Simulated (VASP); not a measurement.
# NaSc (P1) in VASP: single point with PBE

Aim: the single point of NaSc with PBE.

Everything below comes from runs of VASP 6.6.1. Logs are shortened: lines on timing, memory, paths and dates and some standing lists are left out, and cuts for length are marked.

**1. The cell of the first run**

The typed cell holds 2 atoms: a = 4.169 Å, b = 4.169 Å, c = 4.169 Å, α = 48.94°, β = 48.94°, γ = 48.94°.

**2. Single point, PBE**

The input, INCAR:

```
SYSTEM = NaSc
  PREC = Accurate
  ENCUT = 520
  EDIFF = 1E-6
  ISMEAR = 0
  SIGMA = 0.05
  LREAL = .False.
  LASPH = .True.
  NELM = 60
  ALGO = Fast
  ISIF = 2
  LWAVE = .False.
  LCHARG = .False.
  GGA = PE
  NBANDS = 16
```

The input, KPOINTS:

```
Automatic mesh
0
Gamma
  15 15 15
  0 0 0
```

The input, POSCAR:

```
NaSc
1.0
    1.7268237100      0.9969821300      3.6612978500
   -1.7268237100      0.9969821300      3.6612978500
    0.0000000000     -1.9939642600      3.6612978500
Na Sc
1 1
Direct
    0.4962020000      0.5076140000      0.4982780000
    0.0150760000      0.0086390000     -0.0234820000
```

Potentials or basis: VASP PAW PBE potentials, release 64 (Na_pv, Sc_sv).

On the command line:

```sh
> cat potpaw_PBE.64/Na_pv/POTCAR potpaw_PBE.64/Sc_sv/POTCAR > POTCAR
> mpirun -np 1 vasp_std > vasp.out
```

OUTCAR:

```text
SYSTEM = NaSc
   PREC = Accurate
   ENCUT = 520
   EDIFF = 1E-6
   ISMEAR = 0
   LREAL = .False.
   LASPH = .True.
   NELM = 60
   ISIF = 2
   GGA = PE

 ion  position               nearest neighbor table
   1  0.496  0.508  0.498-   2 2.66   2 2.67   2 2.70   2 2.72   2 2.75   2 2.75
   2  0.015  0.009  0.977-   1 2.66   1 2.67   1 2.70   1 2.72   1 2.75   1 2.75

  LATTYP: Found a trigonal (rhomboedric) cell.
 ALAT       =     4.1690521032
 COS(alpha) =     0.6568757945

  Lattice vectors:

 A1 = (   1.7268237100,   0.9969821300,   3.6612978500)
 A2 = (  -1.7268237100,   0.9969821300,   3.6612978500)
 A3 = (   0.0000000000,  -1.9939642600,   3.6612978500)

Analysis of symmetry for initial positions (statically):
=====================================================================
 Subroutine PRICEL returns:
 Original cell was already a primitive cell.

 Routine SETGRP: Setting up the symmetry group for a
 trigonal (rhombohedral) supercell.

 Subroutine GETGRP returns: Found  1 space group operations
 (whereof  1 operations were pure point group operations)
 out of a pool of 12 trial point group operations.

The static configuration has the point symmetry C_1 .

Analysis of symmetry for dynamics (positions and initial velocities):
=====================================================================
 Subroutine PRICEL returns:
 Original cell was already a primitive cell.

 Routine SETGRP: Setting up the symmetry group for a
 trigonal (rhombohedral) supercell.

 Subroutine GETGRP returns: Found  1 space group operations
 (whereof  1 operations were pure point group operations)
 out of a pool of 12 trial point group operations.

The dynamic configuration has the point symmetry C_1 .

 Subroutine INISYM returns: Found  1 space group operations
 (whereof  1 operations are pure point group operations),
 and found     1 'primitive' translations

----------------------------------------------------------------------------------------

                                     Primitive cell

  volume of cell :      37.8200

  direct lattice vectors                    reciprocal lattice vectors
     1.726823710  0.996982130  3.661297850     0.289548955  0.167171168  0.091042397
    -1.726823710  0.996982130  3.661297850    -0.289548955  0.167171168  0.091042397
     0.000000000 -1.993964260  3.661297850     0.000000000 -0.334342335  0.091042397

  length of vectors
     4.169052103  4.169052103  4.169052100     0.346516254  0.346516254  0.346516255

  position of ions in fractional coordinates (direct lattice)
     0.496202000  0.507614000  0.498278000
     0.015076000  0.008639000  0.976518000

  ion indices of the primitive-cell ions
   primitive index   ion index
                 1           1
                 2           2

----------------------------------------------------------------------------------------

 KPOINTS: Automatic mesh

Automatic generation of k-mesh.
 Grid dimensions read from file:
 generate k-points for:   15   15   15

 Generating k-lattice:

  Cartesian coordinates                     Fractional coordinates (reciprocal lattice)
     0.019303264  0.011144745  0.006069493     0.066666667  0.000000000  0.000000000
    -0.019303264  0.011144745  0.006069493     0.000000000  0.066666667  0.000000000
     0.000000000 -0.022289489  0.006069493     0.000000000  0.000000000  0.066666667

  Length of vectors
     0.023101084  0.023101084  0.023101084

  Shift w.r.t. Gamma in fractional coordinates (k-lattice)
     0.000000000  0.000000000  0.000000000

 Subroutine IBZKPT returns following result:
 ===========================================

 Found   1688 irreducible k-points:

 Following reciprocal coordinates:
            Coordinates               Weight
  0.000000  0.000000  0.000000      1.000000
  0.066667 -0.000000 -0.000000      2.000000
 -0.000000  0.066667 -0.000000      2.000000
 -0.000000 -0.000000  0.066667      2.000000
  0.133333  0.000000 -0.000000      2.000000
  0.000000  0.133333 -0.000000      2.000000
[... 16 lines left out ...]
  0.066667  0.066667 -0.000000      2.000000
 -0.066667  0.000000 -0.066667      2.000000
 [... further k-points ...]
   k-points           NKPTS =   1688   k-points in BZ     NKDIM =   1688   number of bands    NBANDS=     16
   number of dos      NEDOS =    301   number of ions     NIONS =      2
   total plane-waves  NPLWV =  32768
   dimension x,y,z NGX =    32 NGY =   32 NGZ =   32
   dimension x,y,z NGXF=    64 NGYF=   64 NGZF=   64
   ions per type =               1   1
   NGX,Y,Z   is equivalent  to a cutoff of  12.76, 12.76, 12.76 a.u.
   NGXF,Y,Z  is equivalent  to a cutoff of  25.52, 25.52, 25.52 a.u.
 SYSTEM =  NaSc
   PREC   = accura    normal or accurate (medium, high low for compatibility)
   ISTART =      0    job   : 0-new  1-cont  2-samecut
   ICHARG =      2    charge: 1-file 2-atom 10-const
   ISPIN  =      1    spin polarized calculation?
   LNONCOLLINEAR =      F non collinear calculations
   LSORBIT =      F    spin-orbit coupling
   LASPH  =      T    aspherical Exc in radial PAW
   ENCUT  =  520.0 eV  38.22 Ry    6.18 a.u.   7.75  7.75  7.75*2*pi/ulx,y,z
   NELM   =     60;   NELMIN=  2; NELMDL= -5     # of ELM steps
   EDIFF  = 0.1E-05   stopping-criterion for ELM
   LREAL  =      F    real-space projection
   EDIFFG = 0.1E-04   stopping-criterion for IOM
   NSW    =      0    number of steps for IOM
   IBRION =     -1    ionic relax: 0-MD 1-quasi-New 2-CG
   NFREE  =      0    steps in history (QN), initial steepest desc. (CG)
   ISIF   =      2    stress and relaxation
   ISYM   =      2    0-nonsym 1-usesym 2-fastsym
   POTIM  = 0.5000    time-step for ionic-motion
   TEBEG  =    0.0;   TEEND  =   0.0 temperature during run
   PSTRESS=    0.0 pullay stress
   NELECT =      18.0000    total number of electrons
   NUPDOWN=      -1.0000    fix difference up-down
   EMIN   =  10.00;   EMAX   =-10.00  energy-range for DOS
   EFERMI =   0.00;   METHOD = LEGACY
   ISMEAR =     0;   SIGMA  =   0.05  broadening in eV -4-tet -1-fermi 0-gaus
   EFERMI_NEDOS =   21; number of points for ismear=-14 and -15
   IALGO  =     68    algorithm
   IMIX   =      4    mixing-type and parameters
     AMIX     =   0.40;   BMIX     =  1.00
     AMIX_MAG =   1.60;   BMIX_MAG =  1.00
  volume/ion in A,a.u.               =      18.91       127.61
  Fermi-wavevector in a.u.,A,eV,Ry     =   1.278179  2.415409 22.228413  1.633742
  Thomas-Fermi vector in A             =   2.410737
   LORBIT       =      0    0 simple, 1 ext, 2 COOP (PROOUT), +10 PAW based schemes
   GGA     = PE    functional components
   LHFCALC =     F    Hartree Fock is set to
   AEXX    =    0.0000 exact exchange contribution
   IVDW    =     0    specifies the selected vdW correction
   LEPSILON=     F    determine dielectric tensor
   LRPA    =     F    only Hartree local field effects (RPA)
 non-spin polarized calculation
 RMM-DIIS sequential band-by-band and
 Gauss-broadening in eV      SIGMA  =   0.05
  energy-cutoff  :      520.00
  volume of cell :       37.82
 maximum number of plane-waves:      1038
   NGX = 15   NGY = 15   NGZ = 15

 number of electron      18.0000002 magnetization

 Free energy of the ion-electron system (eV)
  ---------------------------------------------------
  ext. energy  EPLUGINS =         0.00000000
  ---------------------------------------------------
  free energy    TOTEN  =        -5.08206533 eV

  energy without entropy =       -5.07842049  energy(sigma->0) =       -5.08024291

 E-fermi :   4.1051     XC(G=0):  -9.8880

 val. band max:        4.1012385793   @ k =   0.2000  -0.3333  -0.4000
 cond. band min:       4.1092510531   @ k =   0.3333  -0.2667   0.3333
 fundamental gap:      0.0080124738
 Fermi energy:         4.1050799109

 k-point     1 :       0.0000    0.0000    0.0000
  band No.  band energies     occupation
      1     -45.5633      2.00000
      2     -24.3346      2.00000
      3     -24.1017      2.00000
      4     -24.1013      2.00000
      5     -20.3608      2.00000
      6     -20.2613      2.00000
[... 8 lines left out ...]
     15      14.3512      0.00000
     16      15.1836      0.00000

 k-point     2 :       0.0667   -0.0000   -0.0000
  band No.  band energies     occupation
      1     -45.5625      2.00000
      2     -24.3330      2.00000
      3     -24.1095      2.00000
      4     -24.1029      2.00000
      5     -20.3624      2.00000
      6     -20.2648      2.00000
[... 8 lines left out ...]
     15      14.3329      0.00000
     16      14.9578      0.00000

 k-point     3 :      -0.0000    0.0667   -0.0000
  band No.  band energies     occupation
      1     -45.5625      2.00000
      2     -24.3330      2.00000
      3     -24.1093      2.00000
      4     -24.1032      2.00000
      5     -20.3624      2.00000
      6     -20.2650      2.00000
[... 8 lines left out ...]
     15      14.3333      0.00000
     16      14.9622      0.00000

 k-point     4 :      -0.0000   -0.0000    0.0667
  band No.  band energies     occupation
      1     -45.5625      2.00000
      2     -24.3330      2.00000
      3     -24.1092      2.00000
      4     -24.1033      2.00000
      5     -20.3624      2.00000
      6     -20.2643      2.00000
[... 8 lines left out ...]
     15      14.3325      0.00000
     16      14.9574      0.00000
[... 324 lines left out ...]
 k-point    22 :      -0.0000   -0.0000    0.4667
  band No.  band energies     occupation
      1     -45.5436      2.00000
      2     -24.2999      2.00000
      3     -24.2764      2.00000
      4     -24.1392      2.00000
      5     -20.3988      2.00000
      6     -20.3442      2.00000
[... 8 lines left out ...]
     15      10.7962      0.00000
     16      13.6881      0.00000

 k-point    23 :       0.0667    0.0667   -0.0000
  band No.  band energies     occupation
      1     -45.5625      2.00000
      2     -24.3332      2.00000
      3     -24.1086      2.00000
      4     -24.1039      2.00000
      5     -20.3632      2.00000
      6     -20.2651      2.00000
[... 8 lines left out ...]
     15      14.3815      0.00000
     16      15.0342      0.00000

 k-point    24 :      -0.0667    0.0000   -0.0667
  band No.  band energies     occupation
      1     -45.5625      2.00000
      2     -24.3332      2.00000
      3     -24.1087      2.00000
      4     -24.1038      2.00000
      5     -20.3631      2.00000
      6     -20.2658      2.00000
[... 8 lines left out ...]
     15      14.3835      0.00000
     16      15.0361      0.00000

 [... further k-points ...]

------------------------ aborting loop because EDIFF is reached ----------------------------------------

  FORCE on cell =-STRESS in cart. coord.  units (eV):
  Direction    XX          YY          ZZ          XY          YZ          ZX
  --------------------------------------------------------------------------------------
  -------------------------------------------------------------------------------------
  Total        3.9854813      3.9671042      5.9053098     -0.0061976      0.0109124     -0.0164492
  in kB      168.8377943    168.0592820    250.1679004     -0.2625509      0.4622831     -0.6968411
  external PRESSURE =     195.6883256 kB  Pullay stress =       0.0000000 kB

 VOLUME and BASIS-vectors are now :
 -----------------------------------------------------------------------------
  energy-cutoff  :      520.00
  volume of cell :       37.82
      direct lattice vectors                 reciprocal lattice vectors
     1.726823710  0.996982130  3.661297850     0.289548955  0.167171168  0.091042397
    -1.726823710  0.996982130  3.661297850    -0.289548955  0.167171168  0.091042397
     0.000000000 -1.993964260  3.661297850     0.000000000 -0.334342335  0.091042397

 POSITION                                       TOTAL-FORCE (eV/Angst)
 -----------------------------------------------------------------------------------
     -0.01971      0.00724      5.49961         0.081446      0.166828     -0.044147
      0.01112     -1.92350      3.66215        -0.081446     -0.166828      0.044147
 -----------------------------------------------------------------------------------
    total drift:                               -0.000017      0.000133     -0.000238

  FREE ENERGIE OF THE ION-ELECTRON SYSTEM (eV)
  ---------------------------------------------------
  free  energy   TOTEN  =        -5.0820653280 eV

  energy  without entropy=       -5.0784204937  energy(sigma->0) =       -5.08024291
```

Wall time 20 min (1 thread of Intel Xeon 8259CL, shared host); peak memory 1 GiB.

Results:

- Free energy: -5.0821 eV
- Pressure: 19.6 GPa
- Largest force: 0.191 eV/Å
- Band gap on the k mesh: zero (bands 9 and 10 overlap by 0.51 eV)

Forces in eV/Å, atoms in the order of the input:
```
Na   0.081  0.167 -0.044
Sc  -0.081 -0.167  0.044
```

Caveat: the stress differs along the axes, from 17 to 25 GPa.
